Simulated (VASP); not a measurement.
Write the native input for VASP 6.6.1 that does the following.

| Item | Value |
| --- | --- |
| Task | electric field gradients |
| Functional | PBE |
| Potentials or basis | VASP PAW PBE potentials, release 64 (Ga_d, P) |
| Cutoff | 520 eV |
| k mesh | 10 × 10 × 10 |
| Occupations | fermi-dirac, width 0.05 eV |
| Spin | no spin polarisation |
| Dipole correction | no |
| Further INCAR settings | ALGO = Normal; EDIFF = 1e-08; NBANDS = 16 |

The structure of GaP lies in POSCAR:

```
GaP
1.0
    0.0000000000      2.6696170428      2.6696170428
    2.6696170428      0.0000000000      2.6696170428
    2.6696170428      2.6696170428      0.0000000000
Ga P
1 1
Direct
    0.0000000000      0.0000000000      0.0000000000
    0.7500000000      0.7500000000      0.7500000000
```

This cell differs from its parent crystal: volume scaled by 0.94.

The input as run:

INCAR

```
SYSTEM = GaP
PREC = Accurate ; ENCUT = 520
EDIFF = 1E-8 ; ISMEAR = -1
SIGMA = 0.05 ; LREAL = .FALSE.
LASPH = .TRUE. ; NELM = 100
ALGO = Normal ; ISIF = 2
LWAVE = .FALSE. ; LCHARG = .FALSE.
GGA = PE ; LEFG = .TRUE.
NBANDS = 16
```

KPOINTS

```
Automatic mesh
0
G
  10 10 10
  0 0 0
```

Potentials or basis: VASP PAW PBE potentials, release 64 (Ga_d, P).

The run is started by

```sh
$ cat potpaw_PBE.64/Ga_d/POTCAR potpaw_PBE.64/P/POTCAR > POTCAR
$ mpirun -np 1 vasp_std > vasp.out
```

Results of the run:

```
Pressure               : 8.6 GPa
Band gap on the k mesh : 1.49 eV, indirect (least direct gap 2.35 eV)
```

Caveat: without QUAD_EFG the Cq values of the log hold for a quadrupole moment of 1 mb, not for the nuclei.

Wall time 13 s on 1 thread of Intel(R) Xeon(R) 6975P-C (Granite Rapids) (shared host), peak memory 0.17 GiB.
